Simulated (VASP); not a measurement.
# GaP2 (P-3m1) in VASP: single point with PBE

Aim: the single point of GaP2 with PBE.

Program: VASP 6.6.1. These are calculated values, not measurements. Logs are shortened: lines on timing, memory, paths and dates and some standing lists are left out, and cuts for length are marked.

### Step 1. The cell of the first run

The structure is trigonal, space group P-3m1 (No. 164). The conventional cell has a = 3.815 Å, b = 3.815 Å, c = 10.142 Å, α = 90.00°, β = 90.00°, γ = 120.00°. Ga (site symmetry 3m) has 4 P at 2.31 to 2.53 Å within 3.1 Å. P (site symmetry 3m) has 3 P at 2.37 Å and 1 Ga at 2.53 Å within 3.1 Å. Within 3.1 Å of P (site symmetry 3m) lie 3 Ga at 2.31 Å.

### Step 2. Single point, PBE

INCAR reads:

```
PREC     = Accurate       # precision mode
ENCUT    = 520            # plane-wave cutoff, eV
EDIFF    = 1E-6           # SCF threshold, eV
ISMEAR   = 0              # smearing method
SIGMA    = 0.1            # smearing width, eV
LREAL    = False          # projectors in reciprocal space
LASPH    = True           # aspherical terms in the spheres
NELM     = 60             # most SCF steps
ALGO     = Normal         # electronic algorithm
ISIF     = 2              # what is computed and relaxed
LWAVE    = False          # write WAVECAR
LCHARG   = True           # write CHGCAR
GGA      = PE             # functional
LELF     = True           # ELF
LVHAR    = True         
NBANDS   = 32             # bands
```

KPOINTS reads:

```
Automatic mesh
0
Gamma
  12 12 4
```

POSCAR reads:

```
GaP2
1.0
    3.8149619289      0.0000000000      0.0000000000
   -1.9074809644      3.3038539449      0.0000000000
    0.0000000000      0.0000000000     10.1421900644
Ga P
2 4
Direct
    0.6666666667      0.3333333333      0.7072368332
    0.3333333333      0.6666666667      0.2927631668
    0.3333333333      0.6666666667      0.0433470770
    0.6666666667      0.3333333333      0.9566529230
    0.6666666667      0.3333333333      0.3628943148
    0.3333333333      0.6666666667      0.6371056852
```

Potentials or basis: VASP PAW PBE potentials, release 64 (Ga_d, P).

Run with:

```
cat potpaw_PBE.64/Ga_d/POTCAR potpaw_PBE.64/P/POTCAR > POTCAR
mpirun -np 1 vasp_std > vasp.out
```

OUTCAR:

```text
PREC = Accurate
   ENCUT = 520
   EDIFF = 1E-6
   ISMEAR = 0
   LREAL = False
   LASPH = True
   NELM = 60
   ISIF = 2
   GGA = PE

 ion  position               nearest neighbor table
   1  0.667  0.333  0.707-   6 2.31   6 2.31   6 2.31   4 2.53
   2  0.333  0.667  0.293-   5 2.31   5 2.31   5 2.31   3 2.53
   3  0.333  0.667  0.043-   4 2.37   4 2.37   4 2.37   2 2.53
   4  0.667  0.333  0.957-   3 2.37   3 2.37   3 2.37   1 2.53
   5  0.667  0.333  0.363-   2 2.31   2 2.31   2 2.31
   6  0.333  0.667  0.637-   1 2.31   1 2.31   1 2.31

  LATTYP: Found a hexagonal cell.
 ALAT       =     3.8149619289
 C/A-ratio  =     2.6585298237

  Lattice vectors:

 A1 = (   3.8149619289,   0.0000000000,   0.0000000000)
 A2 = (  -1.9074809644,   3.3038539449,   0.0000000000)
 A3 = (   0.0000000000,   0.0000000000,  10.1421900644)

Analysis of symmetry for initial positions (statically):
=====================================================================
 Subroutine PRICEL returns:
 Original cell was already a primitive cell.

 Routine SETGRP: Setting up the symmetry group for a
 hexagonal supercell.

 Subroutine GETGRP returns: Found 12 space group operations
 (whereof 12 operations were pure point group operations)
 out of a pool of 24 trial point group operations.

The static configuration has the point symmetry D_3d.

Analysis of symmetry for dynamics (positions and initial velocities):
=====================================================================
 Subroutine PRICEL returns:
 Original cell was already a primitive cell.

 Routine SETGRP: Setting up the symmetry group for a
 hexagonal supercell.

 Subroutine GETGRP returns: Found 12 space group operations
 (whereof 12 operations were pure point group operations)
 out of a pool of 24 trial point group operations.

The dynamic configuration has the point symmetry D_3d.

 Subroutine INISYM returns: Found 12 space group operations
 (whereof 12 operations are pure point group operations),
 and found     1 'primitive' translations

----------------------------------------------------------------------------------------

                                     Primitive cell

  volume of cell :     127.8329

  direct lattice vectors                    reciprocal lattice vectors
     3.814961929  0.000000000  0.000000000     0.262125814  0.151338409  0.000000000
    -1.907480964  3.303853945  0.000000000     0.000000000  0.302676818  0.000000000
     0.000000000  0.000000000 10.142190064     0.000000000  0.000000000  0.098598034

  length of vectors
     3.814961929  3.814961929 10.142190064     0.302676818  0.302676818  0.098598034

  position of ions in fractional coordinates (direct lattice)
     0.666666667  0.333333333  0.707236833
     0.333333333  0.666666667  0.292763167
     0.333333333  0.666666667  0.043347077
     0.666666667  0.333333333  0.956652923
     0.666666667  0.333333333  0.362894315
     0.333333333  0.666666667  0.637105685

  ion indices of the primitive-cell ions
   primitive index   ion index
                 1           1
                 2           2
                 3           3
                 4           4
                 5           5
                 6           6

----------------------------------------------------------------------------------------

 KPOINTS: Automatic mesh

Automatic generation of k-mesh.
 Grid dimensions read from file:
 generate k-points for:   12   12    4

 Generating k-lattice:

  Cartesian coordinates                     Fractional coordinates (reciprocal lattice)
     0.021843818  0.012611534  0.000000000     0.083333333  0.000000000  0.000000000
     0.000000000  0.025223068  0.000000000     0.000000000  0.083333333  0.000000000
     0.000000000  0.000000000  0.024649508     0.000000000  0.000000000  0.250000000

  Length of vectors
     0.025223068  0.025223068  0.024649508

  Shift w.r.t. Gamma in fractional coordinates (k-lattice)
     0.000000000  0.000000000  0.000000000

 Subroutine IBZKPT returns following result:
 ===========================================

 Found     69 irreducible k-points:

 Following reciprocal coordinates:
            Coordinates               Weight
  0.000000  0.000000  0.000000      1.000000
  0.083333 -0.000000  0.000000      6.000000
  0.166667 -0.000000  0.000000      6.000000
  0.250000 -0.000000  0.000000      6.000000
  0.333333  0.000000  0.000000      6.000000
  0.416667 -0.000000  0.000000      6.000000
[... 16 lines left out ...]
  0.166667 -0.000000  0.250000      6.000000
  0.000000  0.166667  0.250000      6.000000
 [... further k-points ...]
   k-points           NKPTS =     69   k-points in BZ     NKDIM =     69   number of bands    NBANDS=     32
   number of dos      NEDOS =    301   number of ions     NIONS =      6
   total plane-waves  NPLWV =  62720
   dimension x,y,z NGX =    28 NGY =   28 NGZ =   80
   dimension x,y,z NGXF=    56 NGYF=   56 NGZF=  160
   ions per type =               2   4
   NGX,Y,Z   is equivalent  to a cutoff of  12.20, 12.20, 13.11 a.u.
   NGXF,Y,Z  is equivalent  to a cutoff of  24.40, 24.40, 26.23 a.u.
 SYSTEM =  unknown system
   PREC   = accura    normal or accurate (medium, high low for compatibility)
   ISTART =      0    job   : 0-new  1-cont  2-samecut
   ICHARG =      2    charge: 1-file 2-atom 10-const
   ISPIN  =      1    spin polarized calculation?
   LNONCOLLINEAR =      F non collinear calculations
   LSORBIT =      F    spin-orbit coupling
   LASPH  =      T    aspherical Exc in radial PAW
   ENCUT  =  520.0 eV  38.22 Ry    6.18 a.u.   7.09  7.09 18.86*2*pi/ulx,y,z
   NELM   =     60;   NELMIN=  2; NELMDL= -5     # of ELM steps
   EDIFF  = 0.1E-05   stopping-criterion for ELM
   LREAL  =      F    real-space projection
   EDIFFG = 0.1E-04   stopping-criterion for IOM
   NSW    =      0    number of steps for IOM
   IBRION =     -1    ionic relax: 0-MD 1-quasi-New 2-CG
   NFREE  =      0    steps in history (QN), initial steepest desc. (CG)
   ISIF   =      2    stress and relaxation
   ISYM   =      2    0-nonsym 1-usesym 2-fastsym
   POTIM  = 0.5000    time-step for ionic-motion
   TEBEG  =    0.0;   TEEND  =   0.0 temperature during run
   PSTRESS=    0.0 pullay stress
   NELECT =      46.0000    total number of electrons
   NUPDOWN=      -1.0000    fix difference up-down
   EMIN   =  10.00;   EMAX   =-10.00  energy-range for DOS
   EFERMI =   0.00;   METHOD = LEGACY
   ISMEAR =     0;   SIGMA  =   0.10  broadening in eV -4-tet -1-fermi 0-gaus
   EFERMI_NEDOS =   21; number of points for ismear=-14 and -15
   IALGO  =     38    algorithm
   IMIX   =      4    mixing-type and parameters
     AMIX     =   0.40;   BMIX     =  1.00
     AMIX_MAG =   1.60;   BMIX_MAG =  1.00
  volume/ion in A,a.u.               =      21.31       143.78
  Fermi-wavevector in a.u.,A,eV,Ry     =   1.164429  2.200453 18.448084  1.355896
  Thomas-Fermi vector in A             =   2.300967
   LORBIT       =      0    0 simple, 1 ext, 2 COOP (PROOUT), +10 PAW based schemes
   GGA     = PE    functional components
   LHFCALC =     F    Hartree Fock is set to
   AEXX    =    0.0000 exact exchange contribution
   IVDW    =     0    specifies the selected vdW correction
   LEPSILON=     F    determine dielectric tensor
   LRPA    =     F    only Hartree local field effects (RPA)
 non-spin polarized calculation
 Gauss-broadening in eV      SIGMA  =   0.10
  energy-cutoff  :      520.00
  volume of cell :      127.83
 maximum number of plane-waves:      3471
   NGX = 15   NGY = 15   NGZ = 37

 number of electron      46.0000012 magnetization

 Free energy of the ion-electron system (eV)
  ---------------------------------------------------
  ext. energy  EPLUGINS =         0.00000000
  ---------------------------------------------------
  free energy    TOTEN  =       -26.95793250 eV

  energy without entropy =      -26.93910926  energy(sigma->0) =      -26.94852088

 E-fermi :   4.3446     XC(G=0):  -9.5428

 val. band max:        4.3427361635   @ k =  -0.1667   0.4167   0.2500
 cond. band min:       4.3452144783   @ k =  -0.0833   0.5000   0.2500
 fundamental gap:      0.0024783148
 Fermi energy:         4.3445627664

 k-point     1 :       0.0000    0.0000    0.0000
  band No.  band energies     occupation
      1     -10.1132      2.00000
      2     -10.0372      2.00000
      3      -9.9524      2.00000
      4      -9.9524      2.00000
      5      -9.9505      2.00000
      6      -9.9505      2.00000
[... 24 lines left out ...]
     31       9.4887      0.00000
     32       9.4887      0.00000

 k-point     2 :       0.0833   -0.0000    0.0000
  band No.  band energies     occupation
      1     -10.0995      2.00000
      2     -10.0360      2.00000
      3      -9.9562      2.00000
      4      -9.9542      2.00000
      5      -9.9503      2.00000
      6      -9.9484      2.00000
[... 24 lines left out ...]
     31       9.3712      0.00000
     32       9.7416      0.00000

 k-point     3 :       0.1667   -0.0000    0.0000
  band No.  band energies     occupation
      1     -10.0717      2.00000
      2     -10.0344      2.00000
      3      -9.9685      2.00000
      4      -9.9583      2.00000
      5      -9.9452      2.00000
      6      -9.9431      2.00000
[... 24 lines left out ...]
     31       9.8529      0.00000
     32       9.9974      0.00000

 k-point     4 :       0.2500   -0.0000    0.0000
  band No.  band energies     occupation
      1     -10.0499      2.00000
      2     -10.0360      2.00000
      3      -9.9786      2.00000
      4      -9.9608      2.00000
      5      -9.9396      2.00000
      6      -9.9372      2.00000
[... 654 lines left out ...]
     31       9.4331      0.00000
     32       9.7492      0.00000

 k-point    23 :       0.1667   -0.0000    0.2500
  band No.  band energies     occupation
      1     -10.0739      2.00000
      2     -10.0318      2.00000
      3      -9.9674      2.00000
      4      -9.9593      2.00000
      5      -9.9452      2.00000
      6      -9.9431      2.00000
[... 24 lines left out ...]
     31       9.8398      0.00000
     32       9.9542      0.00000

 k-point    24 :       0.0000    0.1667    0.2500
  band No.  band energies     occupation
      1     -10.0739      2.00000
      2     -10.0320      2.00000
      3      -9.9677      2.00000
      4      -9.9589      2.00000
      5      -9.9452      2.00000
      6      -9.9431      2.00000
[... 24 lines left out ...]
     31       9.8951      0.00000
     32      10.0699      0.00000

 [... further k-points ...]
[... 5 lines left out ...]
  --------------------------------------------------------------------------------------
  -------------------------------------------------------------------------------------
  Total       -0.1193513     -0.1193513      0.0093313     -0.0000000      0.0000000      0.0000000
  in kB       -1.4958744     -1.4958744      0.1169528     -0.0000000      0.0000000      0.0000000
  external PRESSURE =      -0.9582653 kB  Pullay stress =       0.0000000 kB

 VOLUME and BASIS-vectors are now :
 -----------------------------------------------------------------------------
  energy-cutoff  :      520.00
  volume of cell :      127.83
      direct lattice vectors                 reciprocal lattice vectors
     3.814961929  0.000000000  0.000000000     0.262125814  0.151338409  0.000000000
    -1.907480964  3.303853945  0.000000000     0.000000000  0.302676818  0.000000000
     0.000000000  0.000000000 10.142190064     0.000000000  0.000000000  0.098598034

 POSITION                                       TOTAL-FORCE (eV/Angst)
 -----------------------------------------------------------------------------------
      1.90748      1.10128      7.17293        -0.000000     -0.000000     -0.014476
     -0.00000      2.20257      2.96926         0.000000      0.000000      0.014476
     -0.00000      2.20257      0.43963        -0.000000      0.000000     -0.017235
      1.90748      1.10128      9.70256        -0.000000     -0.000000      0.017235
      1.90748      1.10128      3.68054         0.000000     -0.000000     -0.009608
     -0.00000      2.20257      6.46165        -0.000000      0.000000      0.009608
 -----------------------------------------------------------------------------------
    total drift:                                0.000000     -0.000000     -0.000000

  FREE ENERGIE OF THE ION-ELECTRON SYSTEM (eV)
  ---------------------------------------------------
  free  energy   TOTEN  =       -26.9579325033 eV

  energy  without entropy=      -26.9391092608  energy(sigma->0) =      -26.94852088
```

It took 4.4 min on 1 thread of Intel Xeon Platinum 8259CL at 2.50GHz (Skylake/Cascade Lake), shared host; peak memory 0.38 GiB.

Results:

```
Free energy            : -26.9579 eV
Pressure               : -0.1 GPa
Largest force          : 0.017 eV/Å
Band gap on the k mesh : zero (band 23 reaches 4.58 eV, above the bottom of band 24 at 3.99 eV)
```

Forces on the atoms (eV/Å):
```
Ga   0.000  0.000 -0.014
Ga   0.000  0.000  0.014
P    0.000  0.000 -0.017
P    0.000  0.000  0.017
P    0.000  0.000 -0.010
P    0.000  0.000  0.010
```

Stress tensor (GPa, compression positive):
```
-0.15  0.00  0.00
 0.00 -0.15  0.00
 0.00  0.00  0.01
```

Levels at points of the mesh, in eV from the Fermi level:
| k point | band 19 | band 20 | band 21 | band 22 | band 23 | band 24 | band 25 | band 26 | band 27 | band 28 |
| --- | --- | --- | --- | --- | --- | --- | --- | --- | --- | --- |
| (0.00, 0.00, 0.00) | -0.40 | -0.30 | -0.30 | -0.09 | -0.01 | -0.01 | 1.08 | 1.08 | 2.67 | 3.23 |
| (0.50, 0.00, 0.00) | -2.86 | -1.81 | -1.46 | -1.42 | -0.63 | -0.36 | 2.00 | 2.14 | 3.26 | 3.71 |
| (0.00, 0.00, 0.50) | -1.03 | -0.37 | -0.37 | 0.08 | 0.08 | 1.07 | 1.07 | 1.11 | 2.45 | 2.58 |
| (0.50, 0.00, 0.50) | -2.85 | -1.90 | -1.36 | -1.11 | -0.70 | -0.22 | 1.90 | 2.84 | 3.16 | 3.18 |
